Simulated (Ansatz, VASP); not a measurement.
## One calculation of Mo, two programs

Contents of POSCAR:

```
Mo
1.0
    2.8244807000     -0.0180516400     -0.0483609000
   -1.4278735300      2.3175461800      0.0145522700
   -0.0451728600     -0.0103847700      2.5373308300
Mo
1
Direct
    0.0000000000      0.0000000000      0.5000000000
```

INCAR.step1

```
SYSTEM = Mo
PREC = Accurate
ENCUT = 520
ISMEAR = -1
SIGMA = 0.05
LREAL = .False.
LASPH = .True.
NELM = 80
NBANDS = 13
GGA = PE
ALGO = Normal
EDIFF = 1E-4
LWAVE = .True.
LCHARG = .False.
```

INCAR.step2

```
SYSTEM = Mo
PREC = Accurate
ENCUT = 520
EDIFF = 1E-7
ISMEAR = -1
SIGMA = 0.05
LREAL = .False.
LASPH = .True.
NELM = 80
ALGO = Normal
ISIF = 2
LWAVE = .False.
LCHARG = .False.
METAGGA = R2SCAN
LMIXTAU = .True.
NBANDS = 13
ISTART = 1
```

Contents of KPOINTS:

```
Automatic mesh
0
Gamma
  6 7 6
  0 0 0
```

Contents of input.yaml:

```yaml
crystal:
  lattice:
    - [2.8244807, -0.01805164, -0.0483609]
    - [-1.42787353, 2.31754618, 0.01455227]
    - [-0.04517286, -0.01038477, 2.53733083]
  atoms:
    - { symbol: Mo, position: [0.0, 0.0, 0.5] }
hamiltonian:
  xc: r2scan
  pseudopotentials: { kind: paw }
kpoints:
  mp_grid: { grid: [6, 7, 6] }
scf:
  occupations: { method: fermi_dirac, width: 0.05 }
  n_extra_bands: 6
output:
  forces: true
  stress: true
  eigenvalues: true
  dos: { projected: true, de: 0.05, nscf_kmesh: { grid: [9, 11, 9] } }
```

Alike in both runs: functional r2SCAN; k mesh 6 × 7 × 6; occupations fermi-dirac, width 0.05 eV; no spin polarisation.

|  | VASP | Ansatz |
| --- | --- | --- |
| version | VASP 6.6.1 | Ansatz 0.2.0 |
| potentials or method | VASP PAW PBE potentials, release 64 (Mo_sv) | Ansatz PAW |
| plane-wave cutoff (eV) | 520 | 500 |
| valence electrons in the cell | 14 | 14 |
| task | single point | projected density of states |

```csv
,VASP,Ansatz,Ansatz less VASP
gap on the k mesh at the Fermi level (eV),none,none,-
pressure (GPa),-0.2,-1.2,-1.04
"traceless stress, the component that is largest in VASP (GPa)",-8.77,-8.94,-0.164
```

VASP's potentials were made for PBE, not for r2SCAN. A gap of «none» marks a metal or a gap that the smearing closes. The functional is the same, so the differences come from potentials, cutoffs and numerics.

The k mesh is coarse, so the values compare programs but aren't converged.
